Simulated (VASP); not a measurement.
# Cr (Im-3m) in VASP: a series of runs

The runs below take Cr through single point, with PBE.

Everything below comes from runs of VASP 6.6.1. Logs are shortened: lines on timing, memory, paths and dates and some standing lists are left out, and cuts for length are marked.

**1. The cell of the first run**

The structure is cubic, space group Im-3m (No. 229). The conventional cell has a = 2.848 Å, b = 2.848 Å, c = 2.848 Å, α = 90.00°, β = 90.00°, γ = 90.00°. Within 3.3 Å of Cr (site symmetry m-3m) lie 14 Cr at 2.47 to 2.85 Å.

**2. Single point, PBE**

Input file INCAR:

```
PREC = Accurate
ENCUT = 520
EDIFF = 1E-6
ISMEAR = 0
SIGMA = 0.1
LREAL = False
LASPH = True
NELM = 100
ALGO = Fast
ISIF = 2
LWAVE = False
LCHARG = False
GGA = PE
NBANDS = 12
ISYM = 0
```

Input file KPOINTS:

```
Automatic mesh
0
Gamma
  15 15 17
```

Input file POSCAR:

```
Cr
1.0
    2.4662931341      0.0000000000      0.0000000000
   -0.8220977114      2.3252434660      0.0000000000
    0.8220977114      1.1626217330      2.0137199116
Cr
1
Direct
    0.0000000000      0.0000000000      0.0000000000
```

Potentials or basis: VASP PAW PBE potentials, release 64 (Cr_pv).

Run with:

```bash
$ cat potpaw_PBE.64/Cr_pv/POTCAR > POTCAR
$ mpirun -np 1 vasp_std > vasp.out
```

OUTCAR:

```text
PREC = Accurate
   ENCUT = 520
   EDIFF = 1E-6
   ISMEAR = 0
   LREAL = False
   LASPH = True
   NELM = 100
   ISIF = 2
   GGA = PE
   ISYM = 0

 ion  position               nearest neighbor table
   1  0.000  0.000  0.000-

IMPORTANT INFORMATION: All symmetrisations will be switched off!
NOSYMM: (Re-)initialisation of all symmetry stuff for point group C_1.

----------------------------------------------------------------------------------------

                                     Primitive cell

  volume of cell :      11.5481

  direct lattice vectors                    reciprocal lattice vectors
     2.466293134  0.000000000  0.000000000     0.405466806  0.143354164 -0.248296696
    -0.822097711  2.325243466  0.000000000     0.000000000  0.430062492 -0.248296696
     0.822097711  1.162621733  2.013719912     0.000000000  0.000000000  0.496593391

  length of vectors
     2.466293134  2.466293134  2.466293134     0.496593391  0.496593391  0.496593391

  position of ions in fractional coordinates (direct lattice)
     0.000000000  0.000000000  0.000000000

  ion indices of the primitive-cell ions
   primitive index   ion index
                 1           1

----------------------------------------------------------------------------------------

 KPOINTS: Automatic mesh

Automatic generation of k-mesh.
 Grid dimensions read from file:
 generate k-points for:   15   15   17

 Generating k-lattice:

  Cartesian coordinates                     Fractional coordinates (reciprocal lattice)
     0.027031120  0.009556944 -0.016553113     0.066666667 -0.000000000  0.000000000
     0.000000000  0.028670833 -0.016553113     0.000000000  0.066666667  0.000000000
     0.000000000  0.000000000  0.029211376     0.000000000  0.000000000  0.058823529

  Length of vectors
     0.033106226  0.033106226  0.029211376

  Shift w.r.t. Gamma in fractional coordinates (k-lattice)
     0.000000000  0.000000000  0.000000000

 -----------------------------------------------------------------------------
|                                                                             |
|           W    W    AA    RRRRR   N    N  II  N    N   GGGG   !!!           |
|           W    W   A  A   R    R  NN   N  II  NN   N  G    G  !!!           |
|           W    W  A    A  R    R  N N  N  II  N N  N  G       !!!           |
|           W WW W  AAAAAA  RRRRR   N  N N  II  N  N N  G  GGG   !            |
|           WW  WW  A    A  R   R   N   NN  II  N   NN  G    G                |
|           W    W  A    A  R    R  N    N  II  N    N   GGGG   !!!           |
|                                                                             |
|     Your reciprocal lattice and k-lattice belong to different lattice       |
|     classes:                                                                |
|                                                                             |
|        The reciprocal lattice is face-centered cubic,                       |
|        whereas your k-lattice is base-centered monoclinic.                  |
|                                                                             |
|     Results are often still useful ...                                      |
|                                                                             |
 -----------------------------------------------------------------------------

 WARNING: IBZKPT: internal override: KBLOWUP is changed to .FALSE.
      ... skipping the blow-up phase ...

 Subroutine IBZKPT returns following result:
 ===========================================

 Found   1913 irreducible k-points:

 Following reciprocal coordinates:
            Coordinates               Weight
  0.000000  0.000000  0.000000      1.000000
  0.066667 -0.000000  0.000000      2.000000
  0.133333 -0.000000 -0.000000      2.000000
  0.200000 -0.000000 -0.000000      2.000000
  0.266667 -0.000000 -0.000000      2.000000
  0.333333 -0.000000  0.000000      2.000000
[... 16 lines left out ...]
 -0.066667  0.066667 -0.000000      2.000000
  0.000000  0.133333 -0.000000      2.000000
 [... further k-points ...]
   k-points           NKPTS =   1913   k-points in BZ     NKDIM =   1913   number of bands    NBANDS=     12
   number of dos      NEDOS =    301   number of ions     NIONS =      1
   total plane-waves  NPLWV =   5832
   dimension x,y,z NGX =    18 NGY =   18 NGZ =   18
   dimension x,y,z NGXF=    36 NGYF=   36 NGZF=   36
   ions per type =               1
   NGX,Y,Z   is equivalent  to a cutoff of  12.13, 12.13, 12.13 a.u.
   NGXF,Y,Z  is equivalent  to a cutoff of  24.27, 24.27, 24.27 a.u.
 SYSTEM =  unknown system
   PREC   = accura    normal or accurate (medium, high low for compatibility)
   ISTART =      0    job   : 0-new  1-cont  2-samecut
   ICHARG =      2    charge: 1-file 2-atom 10-const
   ISPIN  =      1    spin polarized calculation?
   LNONCOLLINEAR =      F non collinear calculations
   LSORBIT =      F    spin-orbit coupling
   LASPH  =      T    aspherical Exc in radial PAW
   ENCUT  =  520.0 eV  38.22 Ry    6.18 a.u.   4.59  4.59  4.59*2*pi/ulx,y,z
   NELM   =    100;   NELMIN=  2; NELMDL= -5     # of ELM steps
   EDIFF  = 0.1E-05   stopping-criterion for ELM
   LREAL  =      F    real-space projection
   EDIFFG = 0.1E-04   stopping-criterion for IOM
   NSW    =      0    number of steps for IOM
   IBRION =     -1    ionic relax: 0-MD 1-quasi-New 2-CG
   NFREE  =      0    steps in history (QN), initial steepest desc. (CG)
   ISIF   =      2    stress and relaxation
   ISYM   =      0    0-nonsym 1-usesym 2-fastsym
   POTIM  = 0.5000    time-step for ionic-motion
   TEBEG  =    0.0;   TEEND  =   0.0 temperature during run
   PSTRESS=    0.0 pullay stress
   NELECT =      12.0000    total number of electrons
   NUPDOWN=      -1.0000    fix difference up-down
   EMIN   =  10.00;   EMAX   =-10.00  energy-range for DOS
   EFERMI =   0.00;   METHOD = LEGACY
   ISMEAR =     0;   SIGMA  =   0.10  broadening in eV -4-tet -1-fermi 0-gaus
   EFERMI_NEDOS =   21; number of points for ismear=-14 and -15
   IALGO  =     68    algorithm
   IMIX   =      4    mixing-type and parameters
     AMIX     =   0.40;   BMIX     =  1.00
     AMIX_MAG =   1.60;   BMIX_MAG =  1.00
  volume/ion in A,a.u.               =      11.55        77.93
  Fermi-wavevector in a.u.,A,eV,Ry     =   1.658178  3.133502 37.409963  2.749555
  Thomas-Fermi vector in A             =   2.745804
   LORBIT       =      0    0 simple, 1 ext, 2 COOP (PROOUT), +10 PAW based schemes
   GGA     = PE    functional components
   LHFCALC =     F    Hartree Fock is set to
   AEXX    =    0.0000 exact exchange contribution
   IVDW    =     0    specifies the selected vdW correction
   LEPSILON=     F    determine dielectric tensor
   LRPA    =     F    only Hartree local field effects (RPA)
 non-spin polarized calculation
 RMM-DIIS sequential band-by-band and
 Gauss-broadening in eV      SIGMA  =   0.10
  energy-cutoff  :      520.00
  volume of cell :       11.55
 maximum number of plane-waves:       324
   NGX =  9   NGY =  9   NGZ =  9

 number of electron      11.9999994 magnetization

 Free energy of the ion-electron system (eV)
  ---------------------------------------------------
  ext. energy  EPLUGINS =         0.00000000
  ---------------------------------------------------
  free energy    TOTEN  =        -9.51527513 eV

  energy without entropy =       -9.51098012  energy(sigma->0) =       -9.51312763

 E-fermi :  10.9968     XC(G=0): -13.6736

 val. band max:       10.9961657716   @ k =  -0.0667  -0.0667   0.4706
 cond. band min:      10.9969922618   @ k =   0.0667   0.4667   0.0588
 fundamental gap:      0.0008264902
 Fermi energy:        10.9967714826

 k-point     1 :       0.0000    0.0000    0.0000
  band No.  band energies     occupation
      1     -31.7408      2.00000
      2     -31.7370      2.00000
      3     -31.7341      2.00000
      4       3.1184      2.00000
      5      10.0714      2.00000
      6      10.0739      2.00000
      7      10.0764      2.00000
      8      12.1289      0.00000
      9      12.1292      0.00000
     10      18.1019      0.00000
     11      33.2781      0.00000
     12      33.2799      0.00000

 k-point     2 :       0.0667   -0.0000    0.0000
  band No.  band energies     occupation
      1     -31.7784      2.00000
      2     -31.7505      2.00000
      3     -31.7374      2.00000
      4       3.3136      2.00000
      5       9.9979      2.00000
      6      10.0610      2.00000
      7      10.2063      2.00000
      8      12.0450      0.00000
      9      12.1345      0.00000
     10      18.1018      0.00000
     11      32.8222      0.00000
     12      33.2342      0.00000

 k-point     3 :       0.1333   -0.0000   -0.0000
  band No.  band energies     occupation
      1     -31.8945      2.00000
      2     -31.7860      2.00000
      3     -31.7386      2.00000
      4       3.8747      2.00000
      5       9.7895      2.00000
      6       9.9934      2.00000
      7      10.5902      2.00000
      8      11.8714      0.00000
      9      12.1538      0.00000
     10      18.1017      0.00000
     11      31.5327      0.00000
     12      32.8438      0.00000
[... 286 lines left out ...]
 k-point    23 :      -0.0667    0.0667   -0.0000
  band No.  band energies     occupation
      1     -31.7756      2.00000
      2     -31.7499      2.00000
      3     -31.7409      2.00000
      4       3.3135      2.00000
      5       9.9960      2.00000
      6      10.0610      2.00000
      7      10.2085      2.00000
      8      12.0450      0.00000
      9      12.1343      0.00000
     10      18.1018      0.00000
     11      32.8302      0.00000
     12      33.2855      0.00000

 k-point    24 :       0.0000    0.1333   -0.0000
  band No.  band energies     occupation
      1     -31.8945      2.00000
      2     -31.7860      2.00000
      3     -31.7386      2.00000
      4       3.8747      2.00000
      5       9.7895      2.00000
      6       9.9934      2.00000
      7      10.5902      2.00000
      8      11.8714      0.00000
      9      12.1538      0.00000
     10      18.1017      0.00000
     11      31.5327      0.00000
     12      32.8444      0.00000

 [... further k-points ...]

------------------------ aborting loop because EDIFF is reached ----------------------------------------

  FORCE on cell =-STRESS in cart. coord.  units (eV):
  Direction    XX          YY          ZZ          XY          YZ          ZX
  --------------------------------------------------------------------------------------
  -------------------------------------------------------------------------------------
  Total       -0.0281144     -0.0412557     -0.0666995     -0.0185834     -0.0008600     -0.0006088
  in kB       -3.9005591     -5.7237690     -9.2538199     -2.5782406     -0.1193121     -0.0844699
  external PRESSURE =      -6.2927160 kB  Pullay stress =       0.0000000 kB

 VOLUME and BASIS-vectors are now :
 -----------------------------------------------------------------------------
  energy-cutoff  :      520.00
  volume of cell :       11.55
      direct lattice vectors                 reciprocal lattice vectors
     2.466293134  0.000000000  0.000000000     0.405466806  0.143354164 -0.248296696
    -0.822097711  2.325243466  0.000000000     0.000000000  0.430062492 -0.248296696
     0.822097711  1.162621733  2.013719912     0.000000000  0.000000000  0.496593391

 POSITION                                       TOTAL-FORCE (eV/Angst)
 -----------------------------------------------------------------------------------
      0.00000      0.00000      0.00000         0.000001      0.000001      0.000000
 -----------------------------------------------------------------------------------
    total drift:                                0.000001      0.000001      0.000000

  FREE ENERGIE OF THE ION-ELECTRON SYSTEM (eV)
  ---------------------------------------------------
  free  energy   TOTEN  =        -9.5152751324 eV

  energy  without entropy=       -9.5109801189  energy(sigma->0) =       -9.51312763
```

Wall time 4.3 min (1 thread of Intel Xeon 8259CL, shared host); peak memory 0.35 GiB.

What came out:

* Free energy: -9.5153 eV
* Pressure: -0.6 GPa
* Band gap on the k mesh: zero (bands 6 and 7 overlap by 3.24 eV)

Levels at points of the mesh, in eV from the Fermi level:
| k point | band 2 | band 3 | band 4 | band 5 | band 6 | band 7 | band 8 | band 9 | band 10 | band 11 |
| --- | --- | --- | --- | --- | --- | --- | --- | --- | --- | --- |

Caveat: the run has no spin polarisation, though such a crystal can be magnetic. Spin polarisation is off, so any magnetic state and its effect on volume and gap are missing.

**3. Single point, PBE**

Input file INCAR:

```
PREC = Accurate
ENCUT = 600
EDIFF = 1E-6
ISMEAR = 0
SIGMA = 0.1
LREAL = False
LASPH = True
NELM = 120
ALGO = Normal
ISIF = 2
LWAVE = False
LCHARG = True
GGA = PE
LELF = True
LVHAR = True
NBANDS = 13
GGA_COMPAT = False
```

Input file KPOINTS:

```
Automatic mesh
0
Gamma
  20 20 20
```

Input file POSCAR:

```
Cr
1.0
   -1.4239150042      1.4239150042      1.4239150042
    1.4239150042     -1.4239150042      1.4239150042
    1.4239150042      1.4239150042     -1.4239150042
Cr
1
Direct
    0.0000000000      0.0000000000      0.0000000000
```

Potentials or basis: VASP PAW PBE potentials, release 64 (Cr_sv).

Run with:

```bash
$ cat potpaw_PBE.64/Cr_sv/POTCAR > POTCAR
$ mpirun -np 1 vasp_std > vasp.out
```

Wall time 63 s (1 thread of AMD EPYC 7R43 (Zen 3), shared host); peak memory 0.12 GiB.

Results (log left out):

```
Free energy            : -9.6098 eV
Pressure               : -3.1 GPa
Band gap on the k mesh : zero (bands 7 and 8 overlap by 3.37 eV)
```

Levels at points of the mesh, in eV from the Fermi level:
| k point | band 3 | band 4 | band 5 | band 6 | band 7 | band 8 | band 9 | band 10 | band 11 | band 12 |
| --- | --- | --- | --- | --- | --- | --- | --- | --- | --- | --- |
| (0.00, 0.00, 0.00) | -42.70 | -42.70 | -7.92 | -0.93 | -0.93 | -0.93 | 1.14 | 1.14 | 22.35 | 22.35 |
| (0.50, 0.00, 0.00) | -42.99 | -42.71 | -4.47 | -2.48 | 1.04 | 1.14 | 1.48 | 2.84 | 9.88 | 17.09 |
| (0.50, 0.50, 0.50) | -43.33 | -43.33 | -4.35 | -4.35 | 2.45 | 2.45 | 2.45 | 10.55 | 10.55 | 10.55 |

Caveat: the cell stands under tension; the run has no spin polarisation, though such a crystal can be magnetic. Spin polarisation is off, so any magnetic state and its effect on volume and gap are missing.

The gap in the log of VASP goes by the Fermi energy; the results here count the filled bands.